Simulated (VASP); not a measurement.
# SiC (P6_3mc) in VASP: single point with PBE

Aim: the single point of SiC with PBE.

Everything below comes from runs of VASP 6.6.1. Logs are shortened: lines on timing, memory, paths and dates and some standing lists are left out, and cuts for length are marked.

**1. The cell of the first run**

Symmetry: P6_3mc, No. 186, hexagonal system. Conventional cell: a = 3.094 Å, b = 3.094 Å, c = 10.129 Å, α = 90.00°, β = 90.00°, γ = 120.00°. Within 2.5 Å of Si (site symmetry 3m) lie 4 C at 1.90 Å. Within 2.5 Å of Si (site symmetry 3m) lie 4 C at 1.89 to 1.90 Å. Within 2.5 Å of C (site symmetry 3m) lie 4 Si at 1.89 to 1.90 Å. Within 2.5 Å of C (site symmetry 3m) lie 4 Si at 1.90 Å.

**2. Single point, PBE**

Contents of INCAR:

```
SYSTEM = SiC
PREC = Accurate ; ENCUT = 520
EDIFF = 1E-6 ; ISMEAR = 0
SIGMA = 0.02 ; LREAL = .False.
LASPH = .True. ; NELM = 100
ALGO = Normal ; ISIF = 2
LWAVE = .False. ; LCHARG = .False.
GGA = PE ; NBANDS = 26
```

Contents of KPOINTS:

```
regular mesh
0
Gamma
  12 12 4
  0 0 0
```

Contents of POSCAR:

```
SiC
1.0
    3.0941201805     -0.0000000029      0.0000000000
   -1.5470600878      2.6795866802      0.0000000000
    0.0000000000      0.0000000000     10.1293391987
Si C
4 4
Direct
    0.6666666667      0.3333333333      0.9378441878
    0.3333333333      0.6666666667      0.4378441878
    0.0000000000      0.0000000000      0.6878995565
    0.0000000000      0.0000000000      0.1878995565
    0.6666666667      0.3333333333      0.7498074459
    0.3333333333      0.6666666667      0.2498074459
    0.0000000000      0.0000000000      0.5004478098
    0.0000000000      0.0000000000      0.0004478098
```

Potentials or basis: VASP PAW PBE potentials, release 64 (Si, C).

On the command line:

```sh
cat potpaw_PBE.64/Si/POTCAR potpaw_PBE.64/C/POTCAR > POTCAR
mpirun -np 1 vasp_std > vasp.out
```

OUTCAR:

```text
SYSTEM = SiC
   PREC = Accurate
   ENCUT = 520
   EDIFF = 1E-6
   ISMEAR = 0
   LREAL = .False.
   LASPH = .True.
   NELM = 100
   ISIF = 2
   GGA = PE

 ion  position               nearest neighbor table
   1  0.667  0.333  0.938-   8 1.90   8 1.90   8 1.90   5 1.90   3 3.10   3 3.10   3 3.10   4 3.10
                             4 3.10   4 3.10
   2  0.333  0.667  0.438-   7 1.90   7 1.90   7 1.90   6 1.90   4 3.10   4 3.10   4 3.10   3 3.10
                             3 3.10   3 3.10
   3  0.000  0.000  0.688-   5 1.89   5 1.89   5 1.89   7 1.90   1 3.10   1 3.10   1 3.10   2 3.10
                             2 3.10   2 3.10
   4  0.000  0.000  0.188-   6 1.89   6 1.89   6 1.89   8 1.90   2 3.10   2 3.10   2 3.10   1 3.10
                             1 3.10   1 3.10
   5  0.667  0.333  0.750-   3 1.89   3 1.89   3 1.89   1 1.90
   6  0.333  0.667  0.250-   4 1.89   4 1.89   4 1.89   2 1.90
   7  0.000  0.000  0.500-   2 1.90   2 1.90   2 1.90   3 1.90
   8  0.000  0.000  0.000-   1 1.90   1 1.90   1 1.90   4 1.90

  LATTYP: Found a hexagonal cell.
 ALAT       =     3.0941201805
 C/A-ratio  =     3.2737381252

  Lattice vectors:

 A1 = (   3.0941201805,  -0.0000000029,   0.0000000000)
 A2 = (  -1.5470600878,   2.6795866802,   0.0000000000)
 A3 = (   0.0000000000,   0.0000000000,  10.1293391987)

Analysis of symmetry for initial positions (statically):
=====================================================================
 Subroutine PRICEL returns:
 Original cell was already a primitive cell.

 Routine SETGRP: Setting up the symmetry group for a
 hexagonal supercell.

 Subroutine GETGRP returns: Found 12 space group operations
 (whereof  6 operations were pure point group operations)
 out of a pool of 24 trial point group operations.

The static configuration has the point symmetry C_3v.
 The point group associated with its full space group is C_6v.

Analysis of symmetry for dynamics (positions and initial velocities):
=====================================================================
 Subroutine PRICEL returns:
 Original cell was already a primitive cell.

 Routine SETGRP: Setting up the symmetry group for a
 hexagonal supercell.

 Subroutine GETGRP returns: Found 12 space group operations
 (whereof  6 operations were pure point group operations)
 out of a pool of 24 trial point group operations.

The dynamic configuration has the point symmetry C_3v.
 The point group associated with its full space group is C_6v.

 Subroutine INISYM returns: Found 12 space group operations
 (whereof  6 operations are pure point group operations),
 and found     1 'primitive' translations

----------------------------------------------------------------------------------------

                                     Primitive cell

  volume of cell :      83.9820

  direct lattice vectors                    reciprocal lattice vectors
     3.094120181 -0.000000003  0.000000000     0.323193652  0.186595942  0.000000000
    -1.547060088  2.679586680  0.000000000     0.000000000  0.373191884  0.000000000
     0.000000000  0.000000000 10.129339199     0.000000000  0.000000000  0.098723123

  length of vectors
     3.094120181  3.094120181 10.129339199     0.373191884  0.373191884  0.098723123

  position of ions in fractional coordinates (direct lattice)
     0.666666667  0.333333333  0.937844188
     0.333333333  0.666666667  0.437844188
     0.000000000  0.000000000  0.687899556
     0.000000000  0.000000000  0.187899556
     0.666666667  0.333333333  0.749807446
     0.333333333  0.666666667  0.249807446
     0.000000000  0.000000000  0.500447810
     0.000000000  0.000000000  0.000447810

  ion indices of the primitive-cell ions
   primitive index   ion index
                 1           1
                 2           2
                 3           3
                 4           4
                 5           5
                 6           6
                 7           7
                 8           8

----------------------------------------------------------------------------------------

 KPOINTS: regular mesh

Automatic generation of k-mesh.
 Grid dimensions read from file:
 generate k-points for:   12   12    4

 Generating k-lattice:

  Cartesian coordinates                     Fractional coordinates (reciprocal lattice)
     0.026932804  0.015549662  0.000000000     0.083333333  0.000000000  0.000000000
     0.000000000  0.031099324  0.000000000     0.000000000  0.083333333  0.000000000
     0.000000000  0.000000000  0.024680781     0.000000000  0.000000000  0.250000000

  Length of vectors
     0.031099324  0.031099324  0.024680781

  Shift w.r.t. Gamma in fractional coordinates (k-lattice)
     0.000000000  0.000000000  0.000000000

 Subroutine IBZKPT returns following result:
 ===========================================

 Found     57 irreducible k-points:

 Following reciprocal coordinates:
            Coordinates               Weight
  0.000000  0.000000  0.000000      1.000000
  0.083333  0.000000  0.000000      6.000000
  0.166667  0.000000  0.000000      6.000000
  0.250000  0.000000  0.000000      6.000000
  0.333333  0.000000  0.000000      6.000000
  0.416667  0.000000  0.000000      6.000000
[... 16 lines left out ...]
  0.250000  0.000000  0.250000     12.000000
  0.333333  0.000000  0.250000     12.000000
 [... further k-points ...]
   k-points           NKPTS =     57   k-points in BZ     NKDIM =     57   number of bands    NBANDS=     26
   number of dos      NEDOS =    301   number of ions     NIONS =      8
   total plane-waves  NPLWV =  46080
   dimension x,y,z NGX =    24 NGY =   24 NGZ =   80
   dimension x,y,z NGXF=    48 NGYF=   48 NGZF=  160
   ions per type =               4   4
   NGX,Y,Z   is equivalent  to a cutoff of  12.90, 12.90, 13.13 a.u.
   NGXF,Y,Z  is equivalent  to a cutoff of  25.79, 25.79, 26.26 a.u.
 SYSTEM =  SiC
   PREC   = accura    normal or accurate (medium, high low for compatibility)
   ISTART =      0    job   : 0-new  1-cont  2-samecut
   ICHARG =      2    charge: 1-file 2-atom 10-const
   ISPIN  =      1    spin polarized calculation?
   LNONCOLLINEAR =      F non collinear calculations
   LSORBIT =      F    spin-orbit coupling
   LASPH  =      T    aspherical Exc in radial PAW
   ENCUT  =  520.0 eV  38.22 Ry    6.18 a.u.   5.75  5.75 18.83*2*pi/ulx,y,z
   NELM   =    100;   NELMIN=  2; NELMDL= -5     # of ELM steps
   EDIFF  = 0.1E-05   stopping-criterion for ELM
   LREAL  =      F    real-space projection
   EDIFFG = 0.1E-04   stopping-criterion for IOM
   NSW    =      0    number of steps for IOM
   IBRION =     -1    ionic relax: 0-MD 1-quasi-New 2-CG
   NFREE  =      0    steps in history (QN), initial steepest desc. (CG)
   ISIF   =      2    stress and relaxation
   ISYM   =      2    0-nonsym 1-usesym 2-fastsym
   POTIM  = 0.5000    time-step for ionic-motion
   TEBEG  =    0.0;   TEEND  =   0.0 temperature during run
   PSTRESS=    0.0 pullay stress
   NELECT =      32.0000    total number of electrons
   NUPDOWN=      -1.0000    fix difference up-down
   EMIN   =  10.00;   EMAX   =-10.00  energy-range for DOS
   EFERMI =   0.00;   METHOD = LEGACY
   ISMEAR =     0;   SIGMA  =   0.02  broadening in eV -4-tet -1-fermi 0-gaus
   EFERMI_NEDOS =   21; number of points for ismear=-14 and -15
   IALGO  =     38    algorithm
   IMIX   =      4    mixing-type and parameters
     AMIX     =   0.40;   BMIX     =  1.00
     AMIX_MAG =   1.60;   BMIX_MAG =  1.00
  volume/ion in A,a.u.               =      10.50        70.84
  Fermi-wavevector in a.u.,A,eV,Ry     =   1.186851  2.242823 19.165368  1.408615
  Thomas-Fermi vector in A             =   2.323015
   LORBIT       =      0    0 simple, 1 ext, 2 COOP (PROOUT), +10 PAW based schemes
   GGA     = PE    functional components
   LHFCALC =     F    Hartree Fock is set to
   AEXX    =    0.0000 exact exchange contribution
   IVDW    =     0    specifies the selected vdW correction
   LEPSILON=     F    determine dielectric tensor
   LRPA    =     F    only Hartree local field effects (RPA)
 non-spin polarized calculation
 Gauss-broadening in eV      SIGMA  =   0.02
  energy-cutoff  :      520.00
  volume of cell :       83.98
 maximum number of plane-waves:      2280
 NGX is ok and might be reduce to    24
   NGX = 11   NGY = 11   NGZ = 37

 number of electron      32.0000001 magnetization

 Free energy of the ion-electron system (eV)
  ---------------------------------------------------
  ext. energy  EPLUGINS =         0.00000000
  ---------------------------------------------------
  free energy    TOTEN  =       -60.24903482 eV

  energy without entropy =      -60.24903482  energy(sigma->0) =      -60.24903482

 E-fermi :   8.1021     XC(G=0): -11.2898

 val. band max:        8.0107861377   @ k =   0.0000   0.0000   0.0000
 cond. band min:      10.2336841648   @ k =   0.5000   0.0000   0.0000
 fundamental gap:      2.2228980271
 Fermi energy:         8.1021382460

 k-point     1 :       0.0000    0.0000    0.0000
  band No.  band energies     occupation
      1      -7.3547      2.00000
      2      -6.1916      2.00000
      3      -6.1559      2.00000
      4      -3.8427      2.00000
      5      -0.5168      2.00000
      6       3.6583      2.00000
[... 18 lines left out ...]
     25      15.2995      0.00000
     26      15.9843      0.00000

 k-point     2 :       0.0833    0.0000    0.0000
  band No.  band energies     occupation
      1      -7.2355      2.00000
      2      -6.0764      2.00000
      3      -6.0401      2.00000
      4      -3.7420      2.00000
      5      -0.4081      2.00000
      6       3.6940      2.00000
[... 18 lines left out ...]
     25      15.3645      0.00000
     26      15.8702      0.00000

 k-point     3 :       0.1667    0.0000    0.0000
  band No.  band energies     occupation
      1      -6.8809      2.00000
      2      -5.7350      2.00000
      3      -5.6967      2.00000
      4      -3.4491      2.00000
      5      -0.0921      2.00000
      6       3.6663      2.00000
[... 572 lines left out ...]
 k-point    23 :       0.2500    0.0000    0.2500
  band No.  band energies     occupation
      1      -6.2284      2.00000
      2      -5.6513      2.00000
      3      -4.5624      2.00000
      4      -3.2860      2.00000
      5       0.7334      2.00000
      6       2.3360      2.00000
[... 18 lines left out ...]
     25      16.6644      0.00000
     26      17.0061      0.00000

 k-point    24 :       0.3333    0.0000    0.2500
  band No.  band energies     occupation
      1      -5.4531      2.00000
      2      -4.9007      2.00000
      3      -3.8772      2.00000
      4      -2.7491      2.00000
      5       0.7802      2.00000
      6       1.3091      2.00000
[... 18 lines left out ...]
     25      16.5312      0.00000
     26      17.1653      0.00000

 [... further k-points ...]
[... 5 lines left out ...]
  --------------------------------------------------------------------------------------
  -------------------------------------------------------------------------------------
  Total       -0.0270356     -0.0270356     -0.0234730      0.0000000      0.0000000     -0.0000000
  in kB       -0.5157751     -0.5157751     -0.4478100      0.0000000      0.0000000     -0.0000000
  external PRESSURE =      -0.4931201 kB  Pullay stress =       0.0000000 kB

 VOLUME and BASIS-vectors are now :
 -----------------------------------------------------------------------------
  energy-cutoff  :      520.00
  volume of cell :       83.98
      direct lattice vectors                 reciprocal lattice vectors
     3.094120181 -0.000000003  0.000000000     0.323193652  0.186595942  0.000000000
    -1.547060088  2.679586680  0.000000000     0.000000000  0.373191884  0.000000000
     0.000000000  0.000000000 10.129339199     0.000000000  0.000000000  0.098723123

 POSITION                                       TOTAL-FORCE (eV/Angst)
 -----------------------------------------------------------------------------------
      1.54706      0.89320      9.49974        -0.000000      0.000000      0.001146
      0.00000      1.78639      4.43507         0.000000      0.000000      0.001146
      0.00000      0.00000      6.96797         0.000000     -0.000000     -0.001267
      0.00000      0.00000      1.90330        -0.000000      0.000000     -0.001267
      1.54706      0.89320      7.59505         0.000000     -0.000000     -0.000125
      0.00000      1.78639      2.53038        -0.000000      0.000000     -0.000125
      0.00000      0.00000      5.06921        -0.000000      0.000000      0.000246
      0.00000      0.00000      0.00454         0.000000      0.000000      0.000246
 -----------------------------------------------------------------------------------
    total drift:                                0.000000      0.000000     -0.000926

  FREE ENERGIE OF THE ION-ELECTRON SYSTEM (eV)
  ---------------------------------------------------
  free  energy   TOTEN  =       -60.2490348163 eV

  energy  without entropy=      -60.2490348163  energy(sigma->0) =      -60.24903482
```

Wall time 41 s (1 thread of Intel Xeon 6975P-C (Granite Rapids), shared host); peak memory 0.24 GiB.

Results:

- Free energy: -60.2490 eV
- Pressure: 0.0 GPa
- Band gap on the k mesh: 2.22 eV (least direct gap 3.34 eV)
